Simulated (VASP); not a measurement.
Wanted: the native input for a VASP 6.6.1 run.

```yaml
Task: single point
Functional: PBE
Potentials_or_basis: VASP PAW PBE potentials, release 64 (Fe, Pb_d)
Cutoff: 520 eV
k_mesh: 12 × 12 × 12
Occupations: gaussian, width 0.1 eV
Spin: collinear spin, ferromagnetic start
Starting_moments: "[3.0, 0.0] μB"
Dipole_correction: no
Further_INCAR_settings: ALGO = Normal; EDIFF = 1e-06; NBANDS = 22
```

The structure of FePb lies in POSCAR:

```
FePb
1.0
    3.3986417989      0.0000000000      0.0000000000
    0.0000000000      3.3986417989      0.0000000000
    0.0000000000      0.0000000000      3.3986417989
Fe Pb
1 1
Direct
    0.0000000000      0.0000000000      0.0000000000
    0.5000000000      0.5000000000      0.5000000000
```

One way to write it, as run:

INCAR

```
  PREC = Accurate
  ENCUT = 520
  EDIFF = 1E-6
  ISMEAR = 0
  SIGMA = 0.1
  LREAL = F
  LASPH = T
  NELM = 150
  ALGO = Normal
  ISIF = 2
  LWAVE = F
  LCHARG = T
  ISPIN = 2
  MAGMOM = 3 0
  LORBIT = 11
  LMAXMIX = 4
  GGA = PE
  LELF = T
  LVHAR = T
  NBANDS = 22
```

KPOINTS

```
regular mesh
0
Gamma
  12 12 12
```

Potentials or basis: VASP PAW PBE potentials, release 64 (Fe, Pb_d).

Launch:

```bash
$ cat potpaw_PBE.64/Fe/POTCAR potpaw_PBE.64/Pb_d/POTCAR > POTCAR
$ mpirun -np 1 vasp_std > vasp.out
```

Results of the run:

```
Pressure                                              : -0.2 GPa
Net moment                                            : 2.56 μB per cell
Site moments                                          : Fe +2.67; Pb -0.06 μB
Valence electrons inside the program's atomic spheres : Fe 6.83; Pb 12.08
```

Wall time 2 min on 1 thread of Intel(R) Xeon(R) Platinum 8488C (Sapphire Rapids) (shared host), peak memory 0.25 GiB.
